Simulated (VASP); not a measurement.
**C: single point with revPBE**

The system is C.

```
CELL_PARAMETERS angstrom
3.89471 0.00000 0.00000
0.00000 3.89471 0.00000
0.00000 0.00000 3.89471
ATOMIC_POSITIONS crystal
C 0.00000 0.00000 0.00000
C 0.50000 0.50000 0.50000
C 0.25000 0.00000 0.50000
C 0.75000 0.00000 0.50000
C 0.50000 0.25000 0.00000
C 0.50000 0.75000 0.00000
C 0.00000 0.50000 0.25000
C 0.00000 0.50000 0.75000
```

```json
{"Program": "VASP 6.6.1", "Task": "single point", "Functional": "revPBE", "Potentials or basis": "VASP PAW PBE potentials, release 64 (C)", "Cutoff": "520 eV", "k mesh": "7 × 7 × 7", "Occupations": "fermi-dirac, width 0.1 eV", "Spin": "no spin polarisation", "Dipole correction": "no", "Further INCAR settings": "ALGO = Normal; EDIFF = 1e-06; NBANDS = 26"}
```

- Pressure: 0.1 GPa
- Band gap on the k mesh: zero (band 16 reaches 8.47 eV, above the bottom of band 17 at 6.13 eV)

Levels at points of the mesh, in eV from the Fermi level:
```
           k point  band 14  band 15  band 16  band 17  band 18  band 19
(0.00, 0.00, 0.00)    -3.10    -3.10    -3.10    -0.94    -0.94    -0.94
```

It took 18 s on 1 thread of Intel(R) Xeon(R) Platinum 8488C (Sapphire Rapids), on a shared host, peak memory 0.16 GiB.

Caveat: the PAW data sets were made with another functional, which shifts forces and pressure a little.
